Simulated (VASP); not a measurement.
# Cu (P6_3/mmc) in VASP: further runs, part 2 of 2

VASP 6.6.1. The steps go on from the part before.

### 4 Single point, r2SCAN (biaxial strain in the a-b plane: +6.0 %)

POSCAR reads:

```
Cu
1.0
    2.6823328875      0.0000000000      0.0000000000
   -1.3411664437      2.3229684220      0.0000000000
    0.0000000000      0.0000000000      3.9811807588
Cu
2
Direct
    0.3333333333      0.6666666667      0.2500000000
    0.6666666667      0.3333333333      0.7500000000
```

INCAR.step1 reads:

```
  ALGO = Normal
  EDIFF = 1E-4
  ENCUT = 520
  GGA = PE
  ISMEAR = 0
  LASPH = True
  LCHARG = False
  LREAL = False
  LWAVE = True
  NBANDS = 18
  NELM = 100
  PREC = Accurate
  SIGMA = 0.1
```

INCAR.step2 reads:

```
  ALGO = Normal
  EDIFF = 1E-6
  ENCUT = 520
  ISIF = 2
  ISMEAR = 0
  ISTART = 1
  LASPH = True
  LCHARG = False
  LMIXTAU = True
  LREAL = False
  LWAVE = False
  METAGGA = R2SCAN
  NBANDS = 18
  NELM = 100
  PREC = Accurate
  SIGMA = 0.1
```

KPOINTS reads:

```
k-points
0
Gamma
  24 24 12
```

On the command line:

```
> cat potpaw_PBE.64/Cu/POTCAR > POTCAR
> cp INCAR.step1 INCAR
> mpirun -np 1 vasp_std > vasp.out
> cp INCAR.step2 INCAR
> mpirun -np 1 vasp_std > vasp.out
```

It took 8.6 min on 1 thread of Intel Xeon Platinum 8259CL at 2.50GHz (Skylake/Cascade Lake), shared host; peak memory 0.26 GiB.

The run converged. Its results:

```yaml
Free_energy: -21.5117 eV
Pressure: -8.6 GPa
Band_gap_on_the_k_mesh: zero (bands 11 and 12 overlap by 5.59 eV)
```

Stress tensor (GPa, compression positive):
```
-12.50   0.00   0.00
  0.00 -12.50   0.00
  0.00   0.00  -0.66
```

Levels at points of the mesh, in eV from the Fermi level:
| k point | band 8 | band 9 | band 10 | band 11 | band 12 | band 13 | band 14 | band 15 |
| --- | --- | --- | --- | --- | --- | --- | --- | --- |
| (0.00, 0.00, 0.00) | -2.70 | -2.70 | -1.78 | -1.78 | 0.06 | 5.11 | 19.91 | 19.91 |
| (0.50, 0.00, 0.00) | -1.86 | -1.71 | -1.56 | -0.26 | 1.14 | 8.34 | 9.17 | 11.24 |
| (0.00, 0.00, 0.50) | -3.04 | -1.97 | -1.97 | -1.97 | -1.97 | 15.15 | 15.15 | 21.23 |
| (0.50, 0.00, 0.50) | -1.98 | -1.76 | -1.76 | 0.46 | 0.46 | 4.61 | 4.61 | 15.34 |

Caveat: the cell differs from its parent crystal (biaxial strain in the a-b plane: +6.0 %); the stress differs along the axes, from -12 to -1 GPa; the PAW data sets were made with another functional, which shifts forces and pressure a little.

### 5 Single point, r2SCAN+U

This run uses another cell than the first one, of 11.64 Å³/atom.

POSCAR reads:

```
Cu
1.0
    2.5451275110      0.0000000000      0.0000000000
   -1.2725637555      2.2041450804      0.0000000000
    0.0000000000      0.0000000000      4.1506644145
Cu
2
Direct
    0.3333333333      0.6666666667      0.2500000000
    0.6666666667      0.3333333333      0.7500000000
```

INCAR.step1 reads:

```
PREC     = Accurate       # precision mode
ENCUT    = 770            # plane-wave cutoff, eV
ISMEAR   = 0              # smearing method
SIGMA    = 0.1            # smearing width, eV
LREAL    = False          # projectors in reciprocal space
LASPH    = True           # aspherical terms in the spheres
NELM     = 200            # most SCF steps
LMAXMIX  = 4              # l up to which the mixer works
LDAU     = True           # DFT+U
LDAUTYPE = 2            
LDAUL    = 2              # shell
LDAUU    = 5              # U, eV
LDAUJ    = 0            
NBANDS   = 26             # bands
GGA      = PE             # functional
ALGO     = Normal         # electronic algorithm
EDIFF    = 1E-5           # SCF threshold, eV
LWAVE    = True           # write WAVECAR
LCHARG   = False          # write CHGCAR
GGA_COMPAT= False
```

INCAR.step2 reads:

```
PREC     = Accurate       # precision mode
ENCUT    = 770            # plane-wave cutoff, eV
EDIFF    = 1E-6           # SCF threshold, eV
ISMEAR   = 0              # smearing method
SIGMA    = 0.1            # smearing width, eV
LREAL    = False          # projectors in reciprocal space
LASPH    = True           # aspherical terms in the spheres
NELM     = 200            # most SCF steps
ALGO     = Normal         # electronic algorithm
ISIF     = 2              # what is computed and relaxed
LWAVE    = False          # write WAVECAR
LCHARG   = False          # write CHGCAR
LMAXMIX  = 4              # l up to which the mixer works
LDAU     = True           # DFT+U
LDAUTYPE = 2            
LDAUL    = 2              # shell
LDAUU    = 5              # U, eV
LDAUJ    = 0            
LDAUPRINT= 1            
METAGGA  = R2SCAN         # meta-GGA
LMIXTAU  = True         
NBANDS   = 26             # bands
ISTART   = 1            
GGA_COMPAT= False
```

KPOINTS reads:

```
Automatic mesh
0
Gamma
  18 18 10
```

Potentials or basis: VASP PAW PBE potentials, release 64 (Cu_sv_GW).

On the command line:

```
> cat potpaw_PBE.64/Cu_sv_GW/POTCAR > POTCAR
> cp INCAR.step1 INCAR
> mpirun -np 1 vasp_std > vasp.out
> cp INCAR.step2 INCAR
> mpirun -np 1 vasp_std > vasp.out
```

Run time: 12 min. Hardware: 1 thread of AMD EPYC 7R13 (Zen 3), shared host; peak memory 0.33 GiB.

The run converged. Its results:

```yaml
Free_energy: -17.3514 eV
Pressure: -4.2 GPa
Band_gap_on_the_k_mesh: zero (bands 19 and 20 overlap by 7.26 eV)
```

Levels at points of the mesh, in eV from the Fermi level:
```
           k point  band 15  band 16  band 17  band 18  band 19  band 20  band 21  band 22  band 23  band 24
(0.00, 0.00, 0.00)    -3.55    -3.29    -3.29    -2.51    -2.51    -0.61     4.24    22.56    23.30    23.30
(0.50, 0.00, 0.00)    -3.42    -2.39    -2.36    -2.28     0.02     1.79     8.52     9.10    11.21    12.00
(0.00, 0.00, 0.50)    -3.81    -3.81    -2.73    -2.73    -2.73    -2.73    13.41    13.41    23.36    23.36
(0.50, 0.00, 0.50)    -2.57    -2.57    -2.32    -2.32     0.87     0.87     5.37     5.37    17.39    17.39
```

Eigenvalues of the final occupation matrices:
| site | spin | trace | eigenvalues |
| --- | --- | --- | --- |
| site 1 d | 1 | 4.55 | 0.90 0.91 0.91 0.91 0.91 |
| site 1 d | 2 | 4.55 | 0.90 0.91 0.91 0.91 0.91 |
| site 2 d | 1 | 4.55 | 0.90 0.91 0.91 0.91 0.91 |
| site 2 d | 2 | 4.55 | 0.90 0.91 0.91 0.91 0.91 |

Caveat: the cell stands under tension; the PAW data sets were made with another functional, which shifts forces and pressure a little; U without spin polarisation on a metal has little footing; the U is typed as a test and isn't derived for this compound.

### 6 Single point, r2SCAN (equal strain along all axes, cell held: +2.0 %)

POSCAR reads:

```
Cu
1.0
    2.5811127699      0.0000000000      0.0000000000
   -1.2905563849      2.2353092287      0.0000000000
    0.0000000000      0.0000000000      4.2124526716
Cu
2
Direct
    0.3333333333      0.6666666667      0.2500000000
    0.6666666667      0.3333333333      0.7500000000
```

INCAR.step1 reads:

```
SYSTEM = Cu
  ALGO = Normal
  EDIFF = 1E-4
  ENCUT = 520
  GGA = PE
  ISMEAR = 0
  LASPH = .True.
  LCHARG = .False.
  LREAL = .False.
  LWAVE = .True.
  NBANDS = 18
  NELM = 80
  PREC = Accurate
  SIGMA = 0.1
```

INCAR.step2 reads:

```
SYSTEM = Cu
  ALGO = Normal
  EDIFF = 1E-6
  ENCUT = 520
  ISIF = 2
  ISMEAR = 0
  ISTART = 1
  LASPH = .True.
  LCHARG = .True.
  LELF = .True.
  LMIXTAU = .True.
  LREAL = .False.
  LVHAR = .True.
  LWAVE = .False.
  METAGGA = R2SCAN
  NBANDS = 18
  NELM = 80
  PREC = Accurate
  SIGMA = 0.1
```

KPOINTS reads:

```
k-points
0
Gamma
  24 24 12
  0 0 0
```

Potentials or basis: VASP PAW PBE potentials, release 64 (Cu).

On the command line:

```
> cat potpaw_PBE.64/Cu/POTCAR > POTCAR
> cp INCAR.step1 INCAR
> mpirun -np 1 vasp_std > vasp.out
> cp INCAR.step2 INCAR
> mpirun -np 1 vasp_std > vasp.out
```

Wall time 3.9 min (1 thread of Intel Xeon 6975P-C (Granite Rapids), shared host); peak memory 0.26 GiB.

The run converged. Its results:

* Free energy: -21.6060 eV
* Pressure: -7.6 GPa
* Band gap on the k mesh: zero (bands 11 and 12 overlap by 6.15 eV)

Stress tensor (GPa, compression positive):
```
-7.87  0.00  0.00
 0.00 -7.87  0.00
 0.00  0.00 -7.00
```

Levels at points of the mesh, in eV from the Fermi level:
| k point | band 8 | band 9 | band 10 | band 11 | band 12 | band 13 | band 14 | band 15 |
| --- | --- | --- | --- | --- | --- | --- | --- | --- |
| (0.00, 0.00, 0.00) | -2.51 | -2.51 | -1.78 | -1.78 | -0.93 | 3.85 | 21.92 | 22.32 |
| (0.50, 0.00, 0.00) | -1.69 | -1.65 | -1.60 | 0.01 | 1.60 | 7.99 | 8.42 | 10.85 |
| (0.00, 0.00, 0.50) | -3.02 | -2.00 | -2.00 | -2.00 | -2.00 | 12.77 | 12.77 | 22.64 |
| (0.50, 0.00, 0.50) | -1.93 | -1.63 | -1.63 | 0.57 | 0.57 | 4.95 | 4.95 | 16.59 |

Caveat: the cell differs from its parent crystal (equal strain along all axes, cell held: +2.0 %); the cell stands under tension; the PAW data sets were made with another functional, which shifts forces and pressure a little.

### 7 The runs side by side

| level | potentials or basis | U | cell | k mesh | cutoff (eV) | gap on the mesh (eV) | pressure (GPa) |
| --- | --- | --- | --- | --- | --- | --- | --- |
| r2SCAN | VASP PAW PBE potentials, release 64 (Cu) | - | a = 2.304, b = 2.304, c = 3.771 Å, angles 90.0, 90.0, 120.0°, 2 atoms | 24 × 24 × 12 | 520 | none | 91.4 |
| r2SCAN | VASP PAW PBE potentials, release 64 (Cu) | - | a = 2.372, b = 2.372, c = 3.882 Å, angles 90.0, 90.0, 120.0°, 2 atoms | 24 × 24 × 12 | 520 | none | 51.0 |
| r2SCAN | VASP PAW PBE potentials, release 64 (Cu) | - | a = 2.682, b = 2.682, c = 3.981 Å, angles 90.0, 90.0, 120.0°, 2 atoms | 24 × 24 × 12 | 520 | none | -8.6 |
| r2SCAN+U | VASP PAW PBE potentials, release 64 (Cu_sv_GW) | Cu d U = 5.0 eV | a = 2.545, b = 2.545, c = 4.151 Å, angles 90.0, 90.0, 120.0°, 2 atoms | 18 × 18 × 10 | 770 | none | -4.2 |
| r2SCAN | VASP PAW PBE potentials, release 64 (Cu) | - | a = 2.581, b = 2.581, c = 4.212 Å, angles 90.0, 90.0, 120.0°, 2 atoms | 24 × 24 × 12 | 520 | none | -7.6 |

Alike in all rows: task single point; no spin polarisation; smearing gaussian 0.1 eV.

Caveats: the PAW data sets were made with another functional, which shifts forces and pressure a little; the cell stands under pressure (at least some runs); the cell stands under tension (at least some runs); the stress differs along the axes, from -12 to -1 GPa (at least some runs); U without spin polarisation on a metal has little footing (at least some runs); the U is typed as a test and isn't derived for this compound (at least some runs).

Absolute energies hang on the potentials; compare differences alone.
